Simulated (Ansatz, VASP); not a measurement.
## AlTlS3: VASP beside Ansatz

```
Al Tl S
1.0
     3.71354    0.00000    0.00000
    -1.85677    3.21602    0.00000
     0.00000    0.00000   10.09656
Al Tl S
1 1 3
Direct
  0.66667 0.33333 0.17815
  0.33333 0.66667 0.82792
  0.00000 0.00000 0.02346
  0.33333 0.66667 0.28249
  0.66667 0.33333 0.68799
```

Change from the starting cell: species swapped into the Mg3BiSb type (P3m1, No. 156).

Alike in both runs: functional PBE; k mesh 12 × 12 × 4; occupations gaussian, width 0.02 eV; no spin polarisation.

Ansatz relaxed the structure, and its values are those at the end. VASP's run is a single point on that final structure, the one shown.

|  | VASP | Ansatz |
| --- | --- | --- |
| version | VASP 6.6.1 | Ansatz 0.2.0 |
| potentials or method | VASP PAW PBE potentials, release 64 (Al, Tl_d, S), cutoff 520 eV | scalar-relativistic, plane waves, PAW |
| valence electrons in the cell | 34 | 34 |

|  | VASP | Ansatz | Ansatz less VASP |
| --- | --- | --- | --- |
| gap on the k mesh at the Fermi level (eV) | 0.41 | 0.42 | +0.013 |
| least direct gap on the mesh (eV) | 0.91 | 0.92 | +0.010 |
| pressure (GPa) | -0.1 | 0.0 | +0.10 |
| rms of the force components (eV/Å) | 0.006 | 0.003 | -0.0032 |

Neither program's run includes spin-orbit coupling.
